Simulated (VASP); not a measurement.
The system is B.

```xyz
3
Lattice="3.3116 0.0000 0.0000 -1.6558 2.8679 0.0000 0.0000 0.0000 2.0532" Properties=species:S:1:pos:R:3 pbc="T T T"
B     0.0000    0.0000    0.0000
B     0.0000    1.9120    1.0266
B     1.6558    0.9560    1.0266
```

- Program: VASP 6.6.1
- Task: relaxation of cell and atoms
- Functional: PBE
- Potentials or basis: VASP PAW PBE potentials, release 64 (B)
- Cutoff: 600 eV
- k mesh: 12 × 12 × 16
- Occupations: fermi-dirac, width 0.05 eV
- Spin: no spin polarisation

At the start: pressure -11.4 GPa; volume 6.50 Å³/atom.

Problem. Where does the relaxation end?

Solution. Over 16 steps the energy falls by 600.0 meV/atom and the volume is 6.69 Å³/atom (+2.9 %); space group P6/mmm (No. 191, to 0.05 Å).

Step by step:
| step | energy change (eV) | largest force (eV/Å) | pressure (GPa) | volume (Å³) |
| --- | --- | --- | --- | --- |
| 1 | 0.0000 | 0.0000 | -11.36 | 19.50 |
| 2 | -0.0631 | 0.0000 | 3.80 | 18.22 |
| 3 | -0.0634 | 0.0000 | 2.82 | 18.29 |
| 4 | -0.0792 | 0.0000 | 2.42 | 18.40 |
| 5 | -0.1510 | 0.0000 | 2.65 | 18.69 |
| 6 | -0.5635 | 0.0000 | 2.27 | 19.13 |
| 7 | -1.7859 | 0.0000 | 5.02 | 19.54 |
| 8 | -1.7048 | 0.0000 | 10.59 | 19.54 |
| 9 | -1.7905 | 0.0000 | 6.13 | 19.54 |
| 10 | -1.7308 | 0.0000 | -8.85 | 21.23 |
| 11 | -1.7969 | 0.0000 | 2.00 | 19.94 |
| 12 | -1.7845 | 0.0000 | -4.71 | 20.37 |
| 13 | -1.8000 | 0.0000 | -0.17 | 20.07 |
| 14 | -1.8000 | 0.0000 | -0.13 | 20.07 |
| 15 | -1.8000 | 0.0000 | 0.10 | 20.05 |
| 16 | -1.8000 | 0.0000 | 0.02 | 20.06 |

Final structure:
```yaml
crystal:
  lattice:
    - [2.86182, 0.00000, 0.00000]
    - [-1.43091, 2.47841, 0.00000]
    - [0.00000, 0.00000, 2.82771]
  atoms:
    - { symbol: B, position: [0.00000, 0.00000, 0.00000] }
    - { symbol: B, position: [0.33333, 0.66667, 0.50000] }
    - { symbol: B, position: [0.66667, 0.33333, 0.50000] }
```
